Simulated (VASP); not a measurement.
Set up this calculation in VASP 6.6.1, as the native input.

```
Task                   : single point
Functional             : PBEsol
Potentials or basis    : VASP PAW PBE potentials, release 64 (Si, Sn_d, Ge_d)
Cutoff                 : 520 eV
k mesh                 : 10 × 10 × 8
Occupations            : fermi-dirac, width 0.15 eV
Spin                   : no spin polarisation
Dipole correction      : no
Further INCAR settings : ALGO = Normal; EDIFF = 1e-07; NBANDS = 31
```

The structure of SiSnGe2 lies in POSCAR:

```
SiSnGe2
1.0
    4.1323434433      0.0000000000      0.0000000000
    0.0000000000      4.1323434433      0.0000000000
    0.0000000000      0.0000000000      5.8924556554
Si Sn Ge
1 1 2
Direct
    0.0000000000      0.0000000000      0.0000000000
    0.5000000000      0.5000000000      0.5000000000
    0.5000000000      0.0000000000      0.7744124583
    0.0000000000      0.5000000000      0.2255875417
```

One way to write it, as run:

INCAR

```
SYSTEM = SiSnGe2
PREC = Accurate
ENCUT = 520
EDIFF = 1E-7
ISMEAR = -1
SIGMA = 0.15
LREAL = .False.
LASPH = .True.
NELM = 80
ALGO = Normal
ISIF = 2
LWAVE = .False.
LCHARG = .True.
GGA = PS
LELF = .True.
LVHAR = .True.
NBANDS = 31
```

KPOINTS

```
Automatic mesh
0
Gamma
  10 10 8
  0 0 0
```

Potentials or basis: VASP PAW PBE potentials, release 64 (Si, Sn_d, Ge_d).

Command:

```bash
$ cat potpaw_PBE.64/Si/POTCAR potpaw_PBE.64/Sn_d/POTCAR potpaw_PBE.64/Ge_d/POTCAR > POTCAR
$ mpirun -np 1 vasp_std > vasp.out
```

It gave:

```json
{
  "Pressure": "-1.2 GPa",
  "Band gap on the k mesh": "zero (bands 23 and 24 overlap by 0.05 eV)"
}
```

Caveat: semilocal functionals underestimate gaps, so a narrow gap can read as zero; the PAW data sets were made with another functional, which shifts forces and pressure a little; spin-orbit coupling is left out, which moves the levels of the heavy elements.

It took 100 s on 1 thread of Intel(R) Xeon(R) 6975P-C (Granite Rapids) (shared host), peak memory 0.43 GiB.
